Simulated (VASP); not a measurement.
# MgSi6C6 (P1) in VASP: notebook

MgSi6C6 is run at these levels: PBE; tasks: single point.

All numbers are computed with VASP 6.6.1; they aren't measurements. Logs are shortened: lines on timing, memory, paths and dates and some standing lists are left out, and cuts for length are marked.

## 1. The cell of the first run

The typed cell holds 13 atoms: a = 5.056 Å, b = 5.056 Å, c = 7.697 Å, α = 90.00°, β = 90.00°, γ = 108.16°.

The cell was generated, and may not be a known phase.

## 2. Single point, PBE

The input, INCAR:

```
PREC = Accurate
ENCUT = 520
EDIFF = 1E-7
ISMEAR = 0
SIGMA = 0.1
LREAL = F
LASPH = T
NELM = 60
ALGO = Normal
ISIF = 2
LWAVE = F
LCHARG = F
GGA = PE
NBANDS = 37
```

The input, KPOINTS:

```
Automatic mesh
0
Gamma
  4 4 2
```

The input, POSCAR:

```
MgSi6C6
1.0
    5.0561646300      0.0000000000      0.0000000000
   -1.5755975000      4.8044035300      0.0000000000
    0.0000000000      0.0000000000      7.6968690300
Mg Si C
1 6 6
Direct
    0.3333000000      0.3333000000      0.7500000000
    0.6572285500      0.0820119700      0.5533415500
    0.6572285500      0.0820119700      0.9466584500
    0.3427714500      0.9179880300      0.4466584500
    0.9179880300      0.3427714500      0.0533415500
    0.7330228100      0.9469049000      0.7500000000
    0.2669771900      0.0530951000      0.2500000000
    0.3427714500      0.9179880300      0.0533415500
    0.9179880300      0.3427714500      0.4466584500
    0.0820119700      0.6572285500      0.9466584500
    0.0820119700      0.6572285500      0.5533415500
    0.9469049000      0.7330228100      0.7500000000
    0.0530951000      0.2669771900      0.2500000000
```

Potentials or basis: VASP PAW PBE potentials, release 64 (Mg, Si, C).

Launch:

```sh
> cat potpaw_PBE.64/Mg/POTCAR potpaw_PBE.64/Si/POTCAR potpaw_PBE.64/C/POTCAR > POTCAR
> mpirun -np 1 vasp_std > vasp.out
```

OUTCAR:

```text
PREC = Accurate
   ENCUT = 520
   EDIFF = 1E-7
   ISMEAR = 0
   LREAL = F
   LASPH = T
   NELM = 60
   ISIF = 2
   GGA = PE

 ion  position               nearest neighbor table
   1  0.333  0.333  0.750-  10 2.81  11 2.81   2 2.81   3 2.81   6 3.06   6 3.13   4 3.15   5 3.15
                             6 3.22
   2  0.657  0.082  0.553-   9 1.75   6 1.75   4 1.75   1 2.81   3 3.03   7 3.03
   3  0.657  0.082  0.947-   5 1.75   6 1.75   8 1.75   1 2.81   2 3.03   7 3.03
   4  0.343  0.918  0.447-  11 1.75   7 1.75   2 1.75   6 3.03   1 3.15
   5  0.918  0.343  0.053-   3 1.75  13 1.75  10 1.75   7 3.03   6 3.03   1 3.15
   6  0.733  0.947  0.750-  12 1.75   3 1.75   2 1.75   5 3.03   4 3.03   1 3.06   1 3.13   1 3.22

   7  0.267  0.053  0.250-  13 1.75   8 1.75   4 1.75   5 3.03   2 3.03   3 3.03
   8  0.343  0.918  0.053-  10 1.75   7 1.75   3 1.75
   9  0.918  0.343  0.447-   2 1.75  13 1.75  11 1.75
  10  0.082  0.657  0.947-   8 1.75  12 1.75   5 1.75   1 2.81
  11  0.082  0.657  0.553-   4 1.75  12 1.75   9 1.75   1 2.81
  12  0.947  0.733  0.750-   6 1.75  10 1.75  11 1.75
  13  0.053  0.267  0.250-   7 1.75   5 1.75   9 1.75

  LATTYP: Found a base centered orthorhombic cell.
 ALAT       =     5.9326756886
 B/A-ratio  =     1.3803507736
 C/A-ratio  =     1.2973689165

  Lattice vectors:

 A1 = (   5.0561646300,   0.0000000000,   0.0000000000)
 A2 = (  -1.5755975000,   4.8044035300,   0.0000000000)
 A3 = (   0.0000000000,   0.0000000000,   7.6968690300)

Analysis of symmetry for initial positions (statically):
=====================================================================
 Subroutine PRICEL returns:
 Original cell was already a primitive cell.

 Routine SETGRP: Setting up the symmetry group for a
 base centered orthorhombic supercell.

 Subroutine GETGRP returns: Found  1 space group operations
 (whereof  1 operations were pure point group operations)
 out of a pool of  8 trial point group operations.

The static configuration has the point symmetry C_1 .

Analysis of symmetry for dynamics (positions and initial velocities):
=====================================================================
 Subroutine PRICEL returns:
 Original cell was already a primitive cell.

 Routine SETGRP: Setting up the symmetry group for a
 base centered orthorhombic supercell.

 Subroutine GETGRP returns: Found  1 space group operations
 (whereof  1 operations were pure point group operations)
 out of a pool of  8 trial point group operations.

The dynamic configuration has the point symmetry C_1 .

 Subroutine INISYM returns: Found  1 space group operations
 (whereof  1 operations are pure point group operations),
 and found     1 'primitive' translations

----------------------------------------------------------------------------------------

                                     Primitive cell

  volume of cell :     186.9712

  direct lattice vectors                    reciprocal lattice vectors
     5.056164630  0.000000000  0.000000000     0.197778370  0.064861143  0.000000000
    -1.575597500  4.804403530  0.000000000     0.000000000  0.208142383  0.000000000
     0.000000000  0.000000000  7.696869030     0.000000000  0.000000000  0.129922959

  length of vectors
     5.056164630  5.056164630  7.696869030     0.208142383  0.208142383  0.129922959

  position of ions in fractional coordinates (direct lattice)
     0.333300000  0.333300000  0.750000000
     0.657228550  0.082011970  0.553341550
     0.657228550  0.082011970  0.946658450
     0.342771450  0.917988030  0.446658450
     0.917988030  0.342771450  0.053341550
     0.733022810  0.946904900  0.750000000
     0.266977190  0.053095100  0.250000000
     0.342771450  0.917988030  0.053341550
     0.917988030  0.342771450  0.446658450
     0.082011970  0.657228550  0.946658450
     0.082011970  0.657228550  0.553341550
     0.946904900  0.733022810  0.750000000
     0.053095100  0.266977190  0.250000000

  ion indices of the primitive-cell ions
   primitive index   ion index
                 1           1
                 2           2
                 3           3
                 4           4
                 5           5
                 6           6
                 7           7
                 8           8
                 9           9
                10          10
                11          11
                12          12
                13          13

----------------------------------------------------------------------------------------

 KPOINTS: Automatic mesh

Automatic generation of k-mesh.
 Grid dimensions read from file:
 generate k-points for:    4    4    2

 Generating k-lattice:

  Cartesian coordinates                     Fractional coordinates (reciprocal lattice)
     0.049444593  0.016215286  0.000000000     0.250000000  0.000000000  0.000000000
     0.000000000  0.052035596  0.000000000     0.000000000  0.250000000  0.000000000
     0.000000000  0.000000000  0.064961480     0.000000000  0.000000000  0.500000000

  Length of vectors
     0.052035596  0.052035596  0.064961480

  Shift w.r.t. Gamma in fractional coordinates (k-lattice)
     0.000000000  0.000000000  0.000000000

 Subroutine IBZKPT returns following result:
 ===========================================

 Found     20 irreducible k-points:

 Following reciprocal coordinates:
            Coordinates               Weight
  0.000000  0.000000  0.000000      1.000000
  0.250000  0.000000  0.000000      2.000000
  0.000000  0.250000  0.000000      2.000000
  0.500000  0.000000  0.000000      1.000000
  0.000000  0.500000  0.000000      1.000000
  0.250000  0.250000  0.000000      2.000000
[... 12 lines left out ...]
 -0.250000  0.250000  0.500000      2.000000
  0.500000  0.500000  0.500000      1.000000
   k-points           NKPTS =     20   k-points in BZ     NKDIM =     20   number of bands    NBANDS=     37
   number of dos      NEDOS =    301   number of ions     NIONS =     13
   total plane-waves  NPLWV =  96000
   dimension x,y,z NGX =    40 NGY =   40 NGZ =   60
   dimension x,y,z NGXF=    80 NGYF=   80 NGZF=  120
   ions per type =               1   6   6
   NGX,Y,Z   is equivalent  to a cutoff of  13.15, 13.15, 12.96 a.u.
   NGXF,Y,Z  is equivalent  to a cutoff of  26.30, 26.30, 25.92 a.u.
 SYSTEM =  unknown system
   PREC   = accura    normal or accurate (medium, high low for compatibility)
   ISTART =      0    job   : 0-new  1-cont  2-samecut
   ICHARG =      2    charge: 1-file 2-atom 10-const
   ISPIN  =      1    spin polarized calculation?
   LNONCOLLINEAR =      F non collinear calculations
   LSORBIT =      F    spin-orbit coupling
   LASPH  =      T    aspherical Exc in radial PAW
   ENCUT  =  520.0 eV  38.22 Ry    6.18 a.u.   9.40  9.40 14.31*2*pi/ulx,y,z
   NELM   =     60;   NELMIN=  2; NELMDL= -5     # of ELM steps
   EDIFF  = 0.1E-06   stopping-criterion for ELM
   LREAL  =      F    real-space projection
   EDIFFG = 0.1E-05   stopping-criterion for IOM
   NSW    =      0    number of steps for IOM
   IBRION =     -1    ionic relax: 0-MD 1-quasi-New 2-CG
   NFREE  =      0    steps in history (QN), initial steepest desc. (CG)
   ISIF   =      2    stress and relaxation
   ISYM   =      2    0-nonsym 1-usesym 2-fastsym
   POTIM  = 0.5000    time-step for ionic-motion
   TEBEG  =    0.0;   TEEND  =   0.0 temperature during run
   PSTRESS=    0.0 pullay stress
   NELECT =      50.0000    total number of electrons
   NUPDOWN=      -1.0000    fix difference up-down
   EMIN   =  10.00;   EMAX   =-10.00  energy-range for DOS
   EFERMI =   0.00;   METHOD = LEGACY
   ISMEAR =     0;   SIGMA  =   0.10  broadening in eV -4-tet -1-fermi 0-gaus
   EFERMI_NEDOS =   21; number of points for ismear=-14 and -15
   IALGO  =     38    algorithm
   IMIX   =      4    mixing-type and parameters
     AMIX     =   0.40;   BMIX     =  1.00
     AMIX_MAG =   1.60;   BMIX_MAG =  1.00
  volume/ion in A,a.u.               =      14.38        97.06
  Fermi-wavevector in a.u.,A,eV,Ry     =   1.054727  1.993144 15.135777  1.112448
  Thomas-Fermi vector in A             =   2.189898
   LORBIT       =      0    0 simple, 1 ext, 2 COOP (PROOUT), +10 PAW based schemes
   GGA     = PE    functional components
   LHFCALC =     F    Hartree Fock is set to
   AEXX    =    0.0000 exact exchange contribution
   IVDW    =     0    specifies the selected vdW correction
   LEPSILON=     F    determine dielectric tensor
   LRPA    =     F    only Hartree local field effects (RPA)
 non-spin polarized calculation
 Gauss-broadening in eV      SIGMA  =   0.10
  energy-cutoff  :      520.00
  volume of cell :      186.97
 maximum number of plane-waves:      5061
 NGX is ok and might be reduce to    40
   NGX = 19   NGY = 19   NGZ = 29

 number of electron      50.0000002 magnetization

 Free energy of the ion-electron system (eV)
  ---------------------------------------------------
  ext. energy  EPLUGINS =         0.00000000
  ---------------------------------------------------
  free energy    TOTEN  =       -58.28378493 eV

  energy without entropy =      -58.26575484  energy(sigma->0) =      -58.27476988

 E-fermi :   5.3298     XC(G=0):  -9.5595

 val. band max:        5.3151898967   @ k =   0.0000   0.0000   0.0000
 cond. band min:       5.3360675146   @ k =   0.2500   0.2500   0.0000
 fundamental gap:      0.0208776179
 Fermi energy:         5.3297962055

 k-point     1 :       0.0000    0.0000    0.0000
  band No.  band energies     occupation
      1      -9.8877      2.00000
      2      -8.3483      2.00000
      3      -7.8827      2.00000
      4      -6.2603      2.00000
      5      -6.1180      2.00000
      6      -5.0748      2.00000
[... 29 lines left out ...]
     36       9.9061      0.00000
     37      10.4589      0.00000
[... 758 lines left out ...]
     36      10.5325      0.00000
     37      10.6640      0.00000

------------------------ aborting loop because EDIFF is reached ----------------------------------------

  FORCE on cell =-STRESS in cart. coord.  units (eV):
  Direction    XX          YY          ZZ          XY          YZ          ZX
  --------------------------------------------------------------------------------------
  -------------------------------------------------------------------------------------
  Total       39.8994995     32.7856742     74.8116625     10.4102561     -5.8258296     25.0205538
  in kB      341.9032667    280.9441029    641.0694897     89.2066466    -49.9221847    214.4039195
  external PRESSURE =     421.3056198 kB  Pullay stress =       0.0000000 kB

 VOLUME and BASIS-vectors are now :
 -----------------------------------------------------------------------------
  energy-cutoff  :      520.00
  volume of cell :      186.97
      direct lattice vectors                 reciprocal lattice vectors
     5.056164630  0.000000000  0.000000000     0.197778370  0.064861143  0.000000000
    -1.575597500  4.804403530  0.000000000     0.000000000  0.208142383  0.000000000
     0.000000000  0.000000000  7.696869030     0.000000000  0.000000000  0.129922959

 POSITION                                       TOTAL-FORCE (eV/Angst)
 -----------------------------------------------------------------------------------
      1.16007      1.60131      5.77265        -0.669669      0.425160     -0.035043
      3.19384      0.39402      4.25900         5.743678     12.590594     -6.643803
      3.19384      0.39402      7.28631       -14.297852     -5.922810      6.395816
      0.28673      4.41038      3.43787        -5.701502    -12.521555      6.703299
      4.10143      1.64681      0.41056         8.315955     12.551091      7.298287
      2.21434      4.54931      5.77265        11.077188    -12.064327      0.296880
      1.26622      0.25509      1.92422        -6.543147      6.487722    -13.830731
      0.28673      4.41038      0.41056        -2.820733     -3.232010     -2.966437
      4.10143      1.64681      3.43787         3.897692      5.171966     -1.597791
     -0.62086      3.15759      7.28631         0.862065      3.490998     -1.860375
     -0.62086      3.15759      4.25900        -3.150085     -5.619655      1.807185
      3.63276      3.52174      5.77265         4.782180     -2.566380     -0.224921
     -0.15219      1.28267      1.92422        -1.495771      1.209206      4.657634
 -----------------------------------------------------------------------------------
    total drift:                               -0.000153     -0.000267      0.000014

  FREE ENERGIE OF THE ION-ELECTRON SYSTEM (eV)
  ---------------------------------------------------
  free  energy   TOTEN  =       -58.2837849281 eV

  energy  without entropy=      -58.2657548392  energy(sigma->0) =      -58.27476988
```

Run time: 1.7 min. Hardware: 1 thread of Intel Xeon 6975P-C (Granite Rapids), shared host; peak memory 0.35 GiB.

Results:

```
Free energy            : -58.2838 eV
Pressure               : 42.1 GPa
Largest force          : 16.746 eV/Å
Band gap on the k mesh : zero (bands 25 and 26 overlap by 0.86 eV)
```

Forces in eV/Å, atoms in the order of the input:
```
Mg   -0.670   0.425  -0.035
Si    5.744  12.591  -6.644
Si  -14.298  -5.923   6.396
Si   -5.702 -12.522   6.703
Si    8.316  12.551   7.298
Si   11.077 -12.064   0.297
Si   -6.543   6.488 -13.831
C    -2.821  -3.232  -2.966
C     3.898   5.172  -1.598
C     0.862   3.491  -1.860
C    -3.150  -5.620   1.807
C     4.782  -2.566  -0.225
C    -1.496   1.209   4.658
```

Stress tensor (GPa, compression positive):
```
34.19  8.92 21.44
 8.92 28.09 -4.99
21.44 -4.99 64.11
```

Caveat: the k points lie up to 0.41 Å⁻¹ apart, too coarse for converged energies and pressures of a metal; forces of over 1 eV/Å act on the atoms, so gaps and moduli don't describe the material at rest.

(Part 1 of 2 ends here.)

The gap in the log of VASP goes by the Fermi energy; the results here count the filled bands.